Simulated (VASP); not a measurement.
# Mo (P6/mmm) in VASP: notebook

Runs on Mo. Level: LDA. Tasks: single point.

Program: VASP 6.6.1. These are calculated values, not measurements. Logs are shortened: lines on timing, memory, paths and dates and some standing lists are left out, and cuts for length are marked.

### 1 The cell of the first run

It takes space group P6/mmm (No. 191, hexagonal). The conventional cell has a = 2.736 Å, b = 2.736 Å, c = 2.555 Å, α = 90.00°, β = 90.00°, γ = 120.00°. Mo (site symmetry 6/mmm) has 8 Mo at 2.56 to 2.74 Å within 3.4 Å.

### 2 Single point, LDA

INCAR reads:

```
SYSTEM = Mo
PREC = Accurate
ENCUT = 500
EDIFF = 1E-6
ISMEAR = -1
SIGMA = 0.15
LREAL = .False.
LASPH = .True.
NELM = 120
ALGO = Normal
ISIF = 2
LWAVE = .False.
LCHARG = .False.
GGA = CA
NBANDS = 13
GGA_COMPAT = .False.
```

KPOINTS reads:

```
regular mesh
0
Gamma
  7 7 7
  0 0 0
```

POSCAR reads:

```
Mo
1.0
    2.7355100000      0.0000000000      0.0000000000
   -1.3677550000      2.3690210000      0.0000000000
    0.0000000000      0.0000000000      2.5551810000
Mo
1
Direct
    0.0000000000      0.0000000000      0.5000000000
```

Potentials or basis: VASP PAW LDA potentials, release 64 (Mo_sv).

Command:

```console
$ cat potpaw_LDA.64/Mo_sv/POTCAR > POTCAR
$ mpirun -np 1 vasp_std > vasp.out
```

OUTCAR:

```text
SYSTEM = Mo
   PREC = Accurate
   ENCUT = 500
   EDIFF = 1E-6
   ISMEAR = -1
   LREAL = .False.
   LASPH = .True.
   NELM = 120
   ISIF = 2
   GGA = CA

 ion  position               nearest neighbor table
   1  0.000  0.000  0.500-

  LATTYP: Found a hexagonal cell.
 ALAT       =     2.7355100000
 C/A-ratio  =     0.9340784717

  Lattice vectors:

 A1 = (   2.7355100000,   0.0000000000,   0.0000000000)
 A2 = (  -1.3677550000,   2.3690210000,   0.0000000000)
 A3 = (   0.0000000000,   0.0000000000,   2.5551810000)

Analysis of symmetry for initial positions (statically):
=====================================================================
 Subroutine PRICEL returns:
 Original cell was already a primitive cell.

 Routine SETGRP: Setting up the symmetry group for a
 hexagonal supercell.

 Subroutine GETGRP returns: Found 24 space group operations
 (whereof 24 operations were pure point group operations)
 out of a pool of 24 trial point group operations.

The static configuration has the point symmetry D_6h.

Analysis of symmetry for dynamics (positions and initial velocities):
=====================================================================
 Subroutine PRICEL returns:
 Original cell was already a primitive cell.

 Routine SETGRP: Setting up the symmetry group for a
 hexagonal supercell.

 Subroutine GETGRP returns: Found 24 space group operations
 (whereof 24 operations were pure point group operations)
 out of a pool of 24 trial point group operations.

The dynamic configuration has the point symmetry D_6h.

 Subroutine INISYM returns: Found 24 space group operations
 (whereof 24 operations are pure point group operations),
 and found     1 'primitive' translations

----------------------------------------------------------------------------------------

                                     Primitive cell

  volume of cell :      16.5588

  direct lattice vectors                    reciprocal lattice vectors
     2.735510000  0.000000000  0.000000000     0.365562546  0.211057648  0.000000000
    -1.367755000  2.369021000  0.000000000     0.000000000  0.422115296  0.000000000
     0.000000000  0.000000000  2.555181000     0.000000000  0.000000000  0.391361708

  length of vectors
     2.735510000  2.735509868  2.555181000     0.422115275  0.422115296  0.391361708

  position of ions in fractional coordinates (direct lattice)
     0.000000000  0.000000000  0.500000000

  ion indices of the primitive-cell ions
   primitive index   ion index
                 1           1

----------------------------------------------------------------------------------------

 KPOINTS: regular mesh

Automatic generation of k-mesh.
 Grid dimensions read from file:
 generate k-points for:    7    7    7

 Generating k-lattice:

  Cartesian coordinates                     Fractional coordinates (reciprocal lattice)
     0.052223221  0.030151093  0.000000000     0.142857143  0.000000000  0.000000000
     0.000000000  0.060302185  0.000000000     0.000000000  0.142857143  0.000000000
     0.000000000  0.000000000  0.055908815     0.000000000  0.000000000  0.142857143

  Length of vectors
     0.060302182  0.060302185  0.055908815

  Shift w.r.t. Gamma in fractional coordinates (k-lattice)
     0.000000000  0.000000000  0.000000000

 Subroutine IBZKPT returns following result:
 ===========================================

 Found     32 irreducible k-points:

 Following reciprocal coordinates:
            Coordinates               Weight
  0.000000  0.000000  0.000000      1.000000
  0.142857 -0.000000  0.000000      6.000000
  0.285714  0.000000  0.000000      6.000000
  0.428571 -0.000000  0.000000      6.000000
  0.142857  0.142857  0.000000      6.000000
  0.285714  0.142857  0.000000     12.000000
[... 16 lines left out ...]
  0.428571  0.142857  0.285714     12.000000
  0.285714  0.285714  0.285714     12.000000
 [... further k-points ...]
   k-points           NKPTS =     32   k-points in BZ     NKDIM =     32   number of bands    NBANDS=     13
   number of dos      NEDOS =    301   number of ions     NIONS =      1
   total plane-waves  NPLWV =   8000
   dimension x,y,z NGX =    20 NGY =   20 NGZ =   20
   dimension x,y,z NGXF=    40 NGYF=   40 NGZF=   40
   ions per type =               1
   NGX,Y,Z   is equivalent  to a cutoff of  12.15, 12.15, 13.01 a.u.
   NGXF,Y,Z  is equivalent  to a cutoff of  24.31, 24.31, 26.02 a.u.
 SYSTEM =  Mo
   PREC   = accura    normal or accurate (medium, high low for compatibility)
   ISTART =      0    job   : 0-new  1-cont  2-samecut
   ICHARG =      2    charge: 1-file 2-atom 10-const
   ISPIN  =      1    spin polarized calculation?
   LNONCOLLINEAR =      F non collinear calculations
   LSORBIT =      F    spin-orbit coupling
   LASPH  =      T    aspherical Exc in radial PAW
   ENCUT  =  500.0 eV  36.75 Ry    6.06 a.u.   4.99  4.99  4.66*2*pi/ulx,y,z
   NELM   =    120;   NELMIN=  2; NELMDL= -5     # of ELM steps
   EDIFF  = 0.1E-05   stopping-criterion for ELM
   LREAL  =      F    real-space projection
   EDIFFG = 0.1E-04   stopping-criterion for IOM
   NSW    =      0    number of steps for IOM
   IBRION =     -1    ionic relax: 0-MD 1-quasi-New 2-CG
   NFREE  =      0    steps in history (QN), initial steepest desc. (CG)
   ISIF   =      2    stress and relaxation
   ISYM   =      2    0-nonsym 1-usesym 2-fastsym
   POTIM  = 0.5000    time-step for ionic-motion
   TEBEG  =    0.0;   TEEND  =   0.0 temperature during run
   PSTRESS=    0.0 pullay stress
   NELECT =      14.0000    total number of electrons
   NUPDOWN=      -1.0000    fix difference up-down
   EMIN   =  10.00;   EMAX   =-10.00  energy-range for DOS
   EFERMI =   0.00;   METHOD = LEGACY
   ISMEAR =    -1;   SIGMA  =   0.15  broadening in eV -4-tet -1-fermi 0-gaus
   EFERMI_NEDOS =   21; number of points for ismear=-14 and -15
   IALGO  =     38    algorithm
   IMIX   =      4    mixing-type and parameters
     AMIX     =   0.40;   BMIX     =  1.00
     AMIX_MAG =   1.60;   BMIX_MAG =  1.00
  volume/ion in A,a.u.               =      16.56       111.74
  Fermi-wavevector in a.u.,A,eV,Ry     =   1.548013  2.925320 32.604234  2.396344
  Thomas-Fermi vector in A             =   2.653024
   LORBIT       =      0    0 simple, 1 ext, 2 COOP (PROOUT), +10 PAW based schemes
   GGA     = CA    functional components
   LHFCALC =     F    Hartree Fock is set to
   AEXX    =    0.0000 exact exchange contribution
   IVDW    =     0    specifies the selected vdW correction
   LEPSILON=     F    determine dielectric tensor
   LRPA    =     F    only Hartree local field effects (RPA)
 non-spin polarized calculation
  energy-cutoff  :      500.00
  volume of cell :       16.56
 maximum number of plane-waves:       431
 NGX is ok and might be reduce to    20
   NGX =  9   NGY =  9   NGZ =  9

 number of electron      14.0000002 magnetization

 Free energy of the ion-electron system (eV)
  ---------------------------------------------------
  ext. energy  EPLUGINS =         0.00000000
  ---------------------------------------------------
  free energy    TOTEN  =       -11.24961026 eV

  energy without entropy =      -11.16755091  energy(sigma->0) =      -11.20858058

 E-fermi :  11.5444     XC(G=0): -13.1887

 val. band max:       11.5236679616   @ k =   0.2857   0.0000   0.4286
 cond. band min:      11.6889106215   @ k =   0.2857   0.2857   0.2857
 fundamental gap:      0.1652426599
 Fermi energy:        11.5443850551

 k-point     1 :       0.0000    0.0000    0.0000
  band No.  band energies     occupation
      1     -49.2433      2.00000
      2     -22.6831      2.00000
      3     -22.6831      2.00000
      4     -22.6659      2.00000
      5       4.6496      2.00000
      6       7.0892      2.00000
      7      10.5351      1.99761
      8      10.5351      1.99761
      9      15.5378      0.00000
     10      15.5378      0.00000
     11      24.4599      0.00000
     12      27.1469      0.00000
     13      31.8653      0.00000

 k-point     2 :       0.1429   -0.0000    0.0000
  band No.  band energies     occupation
      1     -49.2007      2.00000
      2     -22.9615      2.00000
      3     -22.7457      2.00000
      4     -22.6365      2.00000
      5       5.3921      2.00000
      6       7.4220      2.00000
      7       9.8889      1.99997
      8      11.2621      1.73560
      9      14.7619      0.00000
     10      15.4031      0.00000
     11      26.0444      0.00000
     12      28.6365      0.00000
     13      29.0094      0.00000

 k-point     3 :       0.2857    0.0000    0.0000
  band No.  band energies     occupation
      1     -49.1037      2.00000
      2     -23.5600      2.00000
      3     -22.8837      2.00000
      4     -22.5698      2.00000
      5       6.6661      2.00000
      6       7.7655      2.00000
      7      10.0326      1.99992
      8      13.2224      0.00003
      9      13.3920      0.00001
     10      15.1135      0.00000
     11      24.5639      0.00000
     12      27.8225      0.00000
     13      29.6254      0.00000

 k-point     4 :       0.4286   -0.0000    0.0000
  band No.  band energies     occupation
      1     -49.0245      2.00000
      2     -24.0166      2.00000
      3     -22.9920      2.00000
      4     -22.5158      2.00000
      5       6.5916      2.00000
      6       8.1616      2.00000
      7      12.0961      0.04928
      8      12.5076      0.00325
      9      14.8930      0.00000
     10      15.4523      0.00000
     11      21.9972      0.00000
     12      25.3147      0.00000
     13      28.5573      0.00000

 k-point     5 :       0.1429    0.1429    0.0000
  band No.  band energies     occupation
      1     -49.1308      2.00000
      2     -23.3580      2.00000
      3     -22.8882      2.00000
      4     -22.5884      2.00000
      5       6.5477      2.00000
      6       8.0559      2.00000
      7       9.0298      2.00000
      8      12.8582      0.00031
      9      13.8232      0.00000
     10      15.0768      0.00000
     11      26.2137      0.00000
     12      26.5345      0.00000
     13      30.7920      0.00000

 k-point     6 :       0.2857    0.1429    0.0000
  band No.  band energies     occupation
      1     -49.0424      2.00000
      2     -23.8056      2.00000
      3     -23.0924      2.00000
      4     -22.5279      2.00000
      5       7.4877      2.00000
      6       8.0694      2.00000
      7      10.0652      1.99990
      8      12.9189      0.00021
      9      14.6137      0.00000
     10      15.4664      0.00000
     11      22.8281      0.00000
     12      24.5947      0.00000
     13      29.8721      0.00000

 k-point     7 :       0.4286    0.1429    0.0000
  band No.  band energies     occupation
      1     -49.0025      2.00000
      2     -23.9975      2.00000
      3     -23.1839      2.00000
      4     -22.5008      2.00000
      5       7.2629      2.00000
      6       8.3520      2.00000
      7      11.4530      1.29559
      8      12.5673      0.00218
      9      14.4107      0.00000
     10      17.0547      0.00000
     11      21.0156      0.00000
     12      23.1912      0.00000
     13      28.9804      0.00000
[... 193 lines left out ...]
 k-point    20 :       0.4286   -0.0000    0.2857
  band No.  band energies     occupation
      1     -48.8821      2.00000
      2     -23.8650      2.00000
      3     -23.5386      2.00000
      4     -22.8834      2.00000
      5       7.3584      2.00000
      6       7.6848      2.00000
      7      12.1984      0.02523
      8      12.4520      0.00470
      9      15.7228      0.00000
     10      16.1320      0.00000
     11      21.4768      0.00000
     12      27.3699      0.00000
     13      28.9701      0.00000

 k-point    21 :       0.1429    0.1429    0.2857
  band No.  band energies     occupation
      1     -48.9854      2.00000
      2     -23.6459      2.00000
      3     -23.2293      2.00000
      4     -22.7822      2.00000
      5       7.7117      2.00000
      6       9.6591      1.99999
      7       9.9325      1.99996
      8      12.5274      0.00285
      9      12.7062      0.00086
     10      13.9040      0.00000
     11      24.3733      0.00000
     12      26.8931      0.00000
     13      30.5133      0.00000

 k-point    22 :       0.2857    0.1429    0.2857
  band No.  band energies     occupation
      1     -48.8994      2.00000
      2     -23.6650      2.00000
      3     -23.5532      2.00000
      4     -22.9788      2.00000
      5       7.7280      2.00000
      6       8.6117      2.00000
      7      11.3779      1.50421
      8      12.0202      0.08047
      9      13.1579      0.00004
     10      16.9257      0.00000
     11      23.7556      0.00000
     12      26.9568      0.00000
     13      27.6639      0.00000

 k-point    23 :       0.4286    0.1429    0.2857
  band No.  band energies     occupation
      1     -48.8607      2.00000
      2     -23.8467      2.00000
      3     -23.5172      2.00000
      4     -23.0669      2.00000
      5       7.7166      2.00000
      6       8.0605      2.00000
      7      11.2524      1.75015
      8      12.8009      0.00046
      9      13.8491      0.00000
     10      19.8134      0.00000
     11      20.8154      0.00000
     12      25.9960      0.00000
     13      29.1372      0.00000

 k-point    24 :       0.2857    0.2857    0.2857
  band No.  band energies     occupation
      1     -48.8512      2.00000
      2     -23.6710      2.00000
      3     -23.5072      2.00000
      4     -23.3274      2.00000
      5       8.1317      2.00000
      6       8.9300      2.00000
      7      11.0121      1.94407
      8      11.6889      0.55235
      9      12.9541      0.00017
     10      20.3918      0.00000
     11      22.6101      0.00000
     12      24.7905      0.00000
     13      28.8735      0.00000

 [... further k-points ...]
[... 5 lines left out ...]
  --------------------------------------------------------------------------------------
  -------------------------------------------------------------------------------------
  Total       -0.2998038     -0.2998038     -1.9800351      0.0000000      0.0000000      0.0000000
  in kB      -29.0080705    -29.0080667   -191.5819527      0.0000000      0.0000000      0.0000000
  external PRESSURE =     -83.1993633 kB  Pullay stress =       0.0000000 kB

 VOLUME and BASIS-vectors are now :
 -----------------------------------------------------------------------------
  energy-cutoff  :      500.00
  volume of cell :       16.56
      direct lattice vectors                 reciprocal lattice vectors
     2.735510000  0.000000000  0.000000000     0.365562546  0.211057648  0.000000000
    -1.367755000  2.369021000  0.000000000     0.000000000  0.422115296  0.000000000
     0.000000000  0.000000000  2.555181000     0.000000000  0.000000000  0.391361708

 POSITION                                       TOTAL-FORCE (eV/Angst)
 -----------------------------------------------------------------------------------
      0.00000      0.00000      1.27759         0.000000      0.000000      0.000000
 -----------------------------------------------------------------------------------
    total drift:                               -0.000000      0.000000     -0.000000

  FREE ENERGIE OF THE ION-ELECTRON SYSTEM (eV)
  ---------------------------------------------------
  free  energy   TOTEN  =       -11.2496102604 eV

  energy  without entropy=      -11.1675509084  energy(sigma->0) =      -11.20858058
```

It took 3.5 s on 1 thread of Intel Xeon Platinum 8488C (Sapphire Rapids), shared host; peak memory 0.12 GiB.

Results:

| Quantity | Value |
| --- | --- |
| Free energy | -11.2496 eV |
| Pressure | -8.3 GPa |
| Band gap on the k mesh | zero (band 7 reaches 12.20 eV, above the bottom of band 8 at 10.54 eV) |

Caveat: the k points lie up to 0.38 Å⁻¹ apart.

### 3 Single point, LDA

INCAR reads:

```
ALGO = Normal
EDIFF = 1E-6
ENCUT = 500
GGA = CA
GGA_COMPAT = False
ISIF = 2
ISMEAR = -1
LASPH = True
LCHARG = False
LREAL = False
LWAVE = False
NBANDS = 13
NELM = 120
PREC = Accurate
SIGMA = 0.15
```

KPOINTS reads:

```
k-points
0
Gamma
  9 9 9
```

POSCAR is that of step 2.

Potentials or basis: VASP PAW LDA potentials, release 64 (Mo_sv).

Command:

```console
$ cat potpaw_LDA.64/Mo_sv/POTCAR > POTCAR
$ mpirun -np 1 vasp_std > vasp.out
```

It took 5.5 s on 1 thread of Intel Xeon Platinum 8488C (Sapphire Rapids), shared host; peak memory 0.12 GiB.

It converged, with:

```
Free energy            : -11.2499 eV
Pressure               : -5.9 GPa
Band gap on the k mesh : zero (band 7 reaches 12.25 eV, above the bottom of band 8 at 10.51 eV)
```

Stress tensor (GPa, compression positive):
```
-4.19  0.00  0.00
 0.00 -4.19  0.00
 0.00  0.00 -9.36
```

Levels at points of the mesh, in eV from the Fermi level:
| k point | band 3 | band 4 | band 5 | band 6 | band 7 | band 8 | band 9 | band 10 | band 11 | band 12 |
| --- | --- | --- | --- | --- | --- | --- | --- | --- | --- | --- |
| (0.00, 0.00, 0.00) | -34.06 | -33.99 | -6.69 | -4.21 | -0.84 | -0.84 | 4.19 | 4.19 | 13.10 | 15.80 |

### 4 Single point, LDA

INCAR reads:

```
SYSTEM = Mo
ALGO = Normal ; EDIFF = 1E-6
ENCUT = 500 ; GGA = CA
GGA_COMPAT = .False. ; ISIF = 2
ISMEAR = -1 ; LASPH = .True.
LCHARG = .True. ; LELF = .True.
LREAL = .False. ; LVHAR = .True.
LWAVE = .False. ; NBANDS = 13
NELM = 120 ; PREC = Accurate
SIGMA = 0.15
```

KPOINTS reads:

```
k-points
0
Gamma
  12 12 11
  0 0 0
```

POSCAR is that of step 3.

Command:

```console
$ cat potpaw_LDA.64/Mo_sv/POTCAR > POTCAR
$ mpirun -np 1 vasp_std > vasp.out
```

Wall time 9.7 s (1 thread of Intel Xeon Platinum 8488C (Sapphire Rapids), shared host); peak memory 0.13 GiB.

Results (log left out):

| Quantity | Value |
| --- | --- |
| Free energy | -11.2586 eV |
| Pressure | -7.4 GPa |
| Band gap on the k mesh | zero (band 7 reaches 12.38 eV, above the bottom of band 8 at 10.52 eV) |

Stress tensor (GPa, compression positive):
```
 -3.74   0.00   0.00
  0.00  -3.74   0.00
  0.00   0.00 -14.71
```

Levels at points of the mesh, in eV from the Fermi level:
| k point | band 3 | band 4 | band 5 | band 6 | band 7 | band 8 | band 9 | band 10 | band 11 | band 12 |
| --- | --- | --- | --- | --- | --- | --- | --- | --- | --- | --- |
| (0.00, 0.00, 0.00) | -34.17 | -34.13 | -6.81 | -4.36 | -0.94 | -0.94 | 4.06 | 4.07 | 13.00 | 15.69 |
| (0.50, 0.00, 0.00) | -34.49 | -33.97 | -4.95 | -3.18 | 0.92 | 1.07 | 3.39 | 4.41 | 10.12 | 13.38 |

### 5 Summary

| k mesh | gap on the mesh (eV) | pressure (GPa) |
| --- | --- | --- |
| 7 × 7 × 7 | none | -8.3 |
| 9 × 9 × 9 | none | -5.9 |
| 12 × 12 × 11 | none | -7.4 |

Alike in all rows: task single point; level LDA; potentials or basis VASP PAW LDA potentials, release 64 (Mo_sv); no spin polarisation; cell as given; cutoff (eV) 500; smearing fermi-dirac 0.15 eV.

Caveats: some runs use coarse meshes.

Total energies depend on the potentials used, so only differences within one code and one set of settings carry meaning.
